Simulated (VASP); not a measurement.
# BaTe (P1) in VASP: single point with PBE

Aim: the single point of BaTe with PBE.

Program: VASP 6.6.1. These are calculated values, not measurements. Logs are shortened: lines on timing, memory, paths and dates and some standing lists are left out, and cuts for length are marked.

## (1) The cell of the first run

The typed cell holds 2 atoms: a = 5.439 Å, b = 5.510 Å, c = 5.490 Å, α = 61.68°, β = 61.38°, γ = 60.38°.

## (2) Single point, PBE (atoms moved at random and the cell strained at random)

Input file INCAR:

```
SYSTEM = BaTe
  PREC = Accurate
  ENCUT = 520
  EDIFF = 1E-7
  ISMEAR = 0
  SIGMA = 0.05
  LREAL = .False.
  LASPH = .True.
  NELM = 60
  ALGO = Normal
  ISIF = 2
  LWAVE = .False.
  LCHARG = .False.
  GGA = PE
  NBANDS = 15
```

Input file KPOINTS:

```
regular mesh
0
Gamma
  8 8 8
  0 0 0
```

Input file POSCAR:

```
BaTe
1.0
   -0.0301898884      3.8133028622      3.8782402281
    3.8662701437     -0.0766197786      3.9246701183
    3.8846254376      3.8780880462     -0.0949750724
Ba Te
1 1
Direct
   -0.0201384989      0.0257952484     -0.0070784377
    0.2701384989      0.2242047516      0.2570784377
```

Potentials or basis: VASP PAW PBE potentials, release 64 (Ba_sv, Te).

Launch:

```sh
cat potpaw_PBE.64/Ba_sv/POTCAR potpaw_PBE.64/Te/POTCAR > POTCAR
mpirun -np 1 vasp_std > vasp.out
```

OUTCAR:

```text
SYSTEM = BaTe
   PREC = Accurate
   ENCUT = 520
   EDIFF = 1E-7
   ISMEAR = 0
   LREAL = .False.
   LASPH = .True.
   NELM = 60
   ISIF = 2
   GGA = PE

 ion  position               nearest neighbor table
   1  0.980  0.026  0.993-   2 3.19   2 3.35   2 3.38   2 3.65
   2  0.270  0.224  0.257-   1 3.19   1 3.35   1 3.38   1 3.65

  Warning from LATTYP: Got some problem with cell dimensions!
  Tried to take original basis but could not verify dimensions!
  LATTYP: Found a triclinic cell.
 ALAT       =     9.6703696753
 B/A-ratio  =     0.5831148253
 C/A-ratio  =     1.6988657160
 COS(alpha) =     0.0007891518
 COS(beta)  =     0.4704845742
 COS(gamma) =     0.8726729108

  Lattice vectors:

 A1 = (  -3.9029807315,  -7.8327958710,   4.1146202631)
 A2 = (  -0.0183552939,  -3.9547078248,   4.0196451907)
 A3 = ( -15.5319810510,  -3.7896336730,  -3.7811498637)

Analysis of symmetry for initial positions (statically):
=====================================================================
 Subroutine PRICEL returns:
 Original cell was already a primitive cell.

 Routine SETGRP: Setting up the symmetry group for a
 triclinic supercell.

 Subroutine GETGRP returns: Found  1 space group operations
 (whereof  1 operations were pure point group operations)
 out of a pool of  2 trial point group operations.

The static configuration has the point symmetry C_1 .

Analysis of symmetry for dynamics (positions and initial velocities):
=====================================================================
 Subroutine PRICEL returns:
 Original cell was already a primitive cell.

 Routine SETGRP: Setting up the symmetry group for a
 triclinic supercell.

 Subroutine GETGRP returns: Found  1 space group operations
 (whereof  1 operations were pure point group operations)
 out of a pool of  2 trial point group operations.

The dynamic configuration has the point symmetry C_1 .

 Subroutine INISYM returns: Found  1 space group operations
 (whereof  1 operations are pure point group operations),
 and found     1 'primitive' translations

----------------------------------------------------------------------------------------

                                     Primitive cell

  volume of cell :     119.3003

  direct lattice vectors                    reciprocal lattice vectors
    -0.030189888  3.813302862  3.878240228    -0.127518054  0.130872056  0.128175520
     3.866270144 -0.076619779  3.924670118     0.129105531 -0.126258242  0.125149183
     3.884625438  3.878088046 -0.094975072     0.127938559  0.126678747 -0.123561706

  length of vectors
     5.439019895  5.509714235  5.489890887     0.223197924  0.219708216  0.218365004

  position of ions in fractional coordinates (direct lattice)
     0.979861501  0.025795248  0.992921562
     0.270138499  0.224204752  0.257078438

  ion indices of the primitive-cell ions
   primitive index   ion index
                 1           1
                 2           2

----------------------------------------------------------------------------------------

 KPOINTS: regular mesh

Automatic generation of k-mesh.
 Grid dimensions read from file:
 generate k-points for:    8    8    8

 Generating k-lattice:

  Cartesian coordinates                     Fractional coordinates (reciprocal lattice)
    -0.015939757  0.016359007  0.016021940     0.125000000  0.000000000  0.000000000
     0.016138191 -0.015782280  0.015643648     0.000000000  0.125000000  0.000000000
     0.015992320  0.015834843 -0.015445213    -0.000000000 -0.000000000  0.125000000

  Length of vectors
     0.027899740  0.027463527  0.027295626

  Shift w.r.t. Gamma in fractional coordinates (k-lattice)
     0.000000000  0.000000000  0.000000000

 Subroutine IBZKPT returns following result:
 ===========================================

 Found    260 irreducible k-points:

 Following reciprocal coordinates:
            Coordinates               Weight
  0.000000  0.000000  0.000000      1.000000
  0.125000  0.000000  0.000000      2.000000
  0.250000  0.000000  0.000000      2.000000
  0.375000  0.000000  0.000000      2.000000
  0.500000  0.000000  0.000000      1.000000
  0.000000  0.125000 -0.000000      2.000000
[... 16 lines left out ...]
  0.125000  0.375000 -0.000000      2.000000
  0.250000  0.375000 -0.000000      2.000000
 [... further k-points ...]
   k-points           NKPTS =    260   k-points in BZ     NKDIM =    260   number of bands    NBANDS=     15
   number of dos      NEDOS =    301   number of ions     NIONS =      2
   total plane-waves  NPLWV =  70560
   dimension x,y,z NGX =    40 NGY =   42 NGZ =   42
   dimension x,y,z NGXF=    80 NGYF=   84 NGZF=   84
   ions per type =               1   1
   NGX,Y,Z   is equivalent  to a cutoff of  12.23, 12.67, 12.72 a.u.
   NGXF,Y,Z  is equivalent  to a cutoff of  24.45, 25.35, 25.44 a.u.
 SYSTEM =  BaTe
   PREC   = accura    normal or accurate (medium, high low for compatibility)
   ISTART =      0    job   : 0-new  1-cont  2-samecut
   ICHARG =      2    charge: 1-file 2-atom 10-const
   ISPIN  =      1    spin polarized calculation?
   LNONCOLLINEAR =      F non collinear calculations
   LSORBIT =      F    spin-orbit coupling
   LASPH  =      T    aspherical Exc in radial PAW
   ENCUT  =  520.0 eV  38.22 Ry    6.18 a.u.  10.11 10.24 10.21*2*pi/ulx,y,z
   NELM   =     60;   NELMIN=  2; NELMDL= -5     # of ELM steps
   EDIFF  = 0.1E-06   stopping-criterion for ELM
   LREAL  =      F    real-space projection
   EDIFFG = 0.1E-05   stopping-criterion for IOM
   NSW    =      0    number of steps for IOM
   IBRION =     -1    ionic relax: 0-MD 1-quasi-New 2-CG
   NFREE  =      0    steps in history (QN), initial steepest desc. (CG)
   ISIF   =      2    stress and relaxation
   ISYM   =      2    0-nonsym 1-usesym 2-fastsym
   POTIM  = 0.5000    time-step for ionic-motion
   TEBEG  =    0.0;   TEEND  =   0.0 temperature during run
   PSTRESS=    0.0 pullay stress
   NELECT =      16.0000    total number of electrons
   NUPDOWN=      -1.0000    fix difference up-down
   EMIN   =  10.00;   EMAX   =-10.00  energy-range for DOS
   EFERMI =   0.00;   METHOD = LEGACY
   ISMEAR =     0;   SIGMA  =   0.05  broadening in eV -4-tet -1-fermi 0-gaus
   EFERMI_NEDOS =   21; number of points for ismear=-14 and -15
   IALGO  =     38    algorithm
   IMIX   =      4    mixing-type and parameters
     AMIX     =   0.40;   BMIX     =  1.00
     AMIX_MAG =   1.60;   BMIX_MAG =  1.00
  volume/ion in A,a.u.               =      59.65       402.54
  Fermi-wavevector in a.u.,A,eV,Ry     =   0.837981  1.583555  9.554184  0.702213
  Thomas-Fermi vector in A             =   1.951961
   LORBIT       =      0    0 simple, 1 ext, 2 COOP (PROOUT), +10 PAW based schemes
   GGA     = PE    functional components
   LHFCALC =     F    Hartree Fock is set to
   AEXX    =    0.0000 exact exchange contribution
   IVDW    =     0    specifies the selected vdW correction
   LEPSILON=     F    determine dielectric tensor
   LRPA    =     F    only Hartree local field effects (RPA)
 non-spin polarized calculation
 Gauss-broadening in eV      SIGMA  =   0.05
  energy-cutoff  :      520.00
  volume of cell :      119.30
 maximum number of plane-waves:      3230
   NGX = 21   NGY = 21   NGZ = 21

 number of electron      16.0000000 magnetization

 Free energy of the ion-electron system (eV)
  ---------------------------------------------------
  ext. energy  EPLUGINS =         0.00000000
  ---------------------------------------------------
  free energy    TOTEN  =        -7.98272396 eV

  energy without entropy =       -7.98272396  energy(sigma->0) =       -7.98272396

 E-fermi :   0.3854     XC(G=0):  -6.7014

 val. band max:        0.0955562506   @ k =   0.5000   0.0000   0.5000
 cond. band min:       2.6066346812   @ k =   0.0000   0.0000   0.0000
 fundamental gap:      2.5110784306
 Fermi energy:         0.3853700444

 k-point     1 :       0.0000    0.0000    0.0000
  band No.  band energies     occupation
      1     -26.8191      2.00000
      2     -12.0390      2.00000
      3     -12.0215      2.00000
      4     -12.0100      2.00000
      5      -8.6844      2.00000
      6      -0.4596      2.00000
      7      -0.4063      2.00000
      8      -0.2765      2.00000
      9       2.6066      0.00000
     10       4.1331      0.00000
     11       4.2410      0.00000
     12       5.5672      0.00000
     13       6.3377      0.00000
     14       6.6356      0.00000
     15       7.6220      0.00000

 k-point     2 :       0.1250    0.0000    0.0000
  band No.  band energies     occupation
      1     -26.8185      2.00000
      2     -12.0721      2.00000
      3     -12.0262      2.00000
      4     -12.0126      2.00000
      5      -8.6257      2.00000
      6      -0.5190      2.00000
      7      -0.3746      2.00000
      8      -0.2541      2.00000
      9       2.9047      0.00000
     10       4.0286      0.00000
     11       4.1214      0.00000
     12       5.8162      0.00000
     13       6.2838      0.00000
     14       6.4798      0.00000
     15       7.1305      0.00000

 k-point     3 :       0.2500    0.0000    0.0000
  band No.  band energies     occupation
      1     -26.8170      2.00000
      2     -12.1528      2.00000
      3     -12.0322      2.00000
      4     -12.0193      2.00000
      5      -8.4891      2.00000
      6      -0.6342      2.00000
      7      -0.2472      2.00000
      8      -0.2021      2.00000
      9       3.5088      0.00000
     10       3.9447      0.00000
     11       4.0236      0.00000
     12       5.3939      0.00000
     13       6.0451      0.00000
     14       6.1699      0.00000
     15       6.5968      0.00000

 k-point     4 :       0.3750    0.0000    0.0000
  band No.  band energies     occupation
      1     -26.8155      2.00000
      2     -12.2287      2.00000
      3     -12.0378      2.00000
      4     -12.0259      2.00000
      5      -8.3588      2.00000
      6      -0.6616      2.00000
      7      -0.1793      2.00000
      8      -0.0972      2.00000
      9       3.8109      0.00000
     10       3.9951      0.00000
     11       4.1988      0.00000
     12       4.7396      0.00000
     13       5.3862      0.00000
     14       5.5787      0.00000
     15       7.0025      0.00000
[... 307 lines left out ...]
 k-point    22 :      -0.0000    0.3750   -0.0000
  band No.  band energies     occupation
      1     -26.8167      2.00000
      2     -12.1391      2.00000
      3     -12.0378      2.00000
      4     -12.0182      2.00000
      5      -8.5291      2.00000
      6      -0.6212      2.00000
      7      -0.3695      2.00000
      8      -0.3136      2.00000
      9       4.1240      0.00000
     10       4.2641      0.00000
     11       4.3960      0.00000
     12       4.9682      0.00000
     13       5.9186      0.00000
     14       6.0953      0.00000
     15       6.3495      0.00000

 k-point    23 :       0.1250    0.3750   -0.0000
  band No.  band energies     occupation
      1     -26.8167      2.00000
      2     -12.1308      2.00000
      3     -12.0520      2.00000
      4     -12.0225      2.00000
      5      -8.5080      2.00000
      6      -0.6466      2.00000
      7      -0.3323      2.00000
      8      -0.2969      2.00000
      9       3.7327      0.00000
     10       4.3199      0.00000
     11       4.5835      0.00000
     12       5.0787      0.00000
     13       5.8655      0.00000
     14       6.0699      0.00000
     15       6.6350      0.00000

 k-point    24 :       0.2500    0.3750   -0.0000
  band No.  band energies     occupation
      1     -26.8160      2.00000
      2     -12.1646      2.00000
      3     -12.0601      2.00000
      4     -12.0313      2.00000
      5      -8.4245      2.00000
      6      -0.7950      2.00000
      7      -0.1895      2.00000
      8      -0.1516      2.00000
      9       3.2655      0.00000
     10       4.5621      0.00000
     11       4.7544      0.00000
     12       5.1851      0.00000
     13       5.5807      0.00000
     14       5.7625      0.00000
     15       7.0125      0.00000

 [... further k-points ...]

------------------------ aborting loop because EDIFF is reached ----------------------------------------

  FORCE on cell =-STRESS in cart. coord.  units (eV):
  Direction    XX          YY          ZZ          XY          YZ          ZX
  --------------------------------------------------------------------------------------
  -------------------------------------------------------------------------------------
  Total        0.5495349      0.4354774      0.6643523     -0.0287925      1.0736947     -0.8862199
  in kB        7.3801365      5.8483691      8.9221105     -0.3866771     14.4194916    -11.9017451
  external PRESSURE =       7.3835387 kB  Pullay stress =       0.0000000 kB

 VOLUME and BASIS-vectors are now :
 -----------------------------------------------------------------------------
  energy-cutoff  :      520.00
  volume of cell :      119.30
      direct lattice vectors                 reciprocal lattice vectors
    -0.030189888  3.813302862  3.878240228    -0.127518054  0.130872056  0.128175520
     3.866270144 -0.076619779  3.924670118     0.129105531 -0.126258242  0.125149183
     3.884625438  3.878088046 -0.094975072     0.127938559  0.126678747 -0.123561706

 POSITION                                       TOTAL-FORCE (eV/Angst)
 -----------------------------------------------------------------------------------
      3.92728      7.58517      3.80707        -0.552892      0.487069      0.110034
      1.85733      2.00991      1.90318         0.552892     -0.487069     -0.110034
 -----------------------------------------------------------------------------------
    total drift:                               -0.000351      0.000305      0.000003

  FREE ENERGIE OF THE ION-ELECTRON SYSTEM (eV)
  ---------------------------------------------------
  free  energy   TOTEN  =        -7.9827239647 eV

  energy  without entropy=       -7.9827239647  energy(sigma->0) =       -7.98272396
```

It took 4.3 min on 1 thread of Intel Xeon 6975P-C (Granite Rapids), shared host; peak memory 0.63 GiB.

What came out:

```
Free energy            : -7.9827 eV
Pressure               : 0.7 GPa
Largest force          : 0.745 eV/Å
Band gap on the k mesh : 2.51 eV (least direct gap 2.87 eV)
```

Forces on the atoms (eV/Å):
```
Ba  -0.553  0.487  0.110
Te   0.553 -0.487 -0.110
```

Caveat: the cell differs from its parent crystal (atoms moved at random and the cell strained at random); spin-orbit coupling is left out, which moves the levels of the heavy elements.
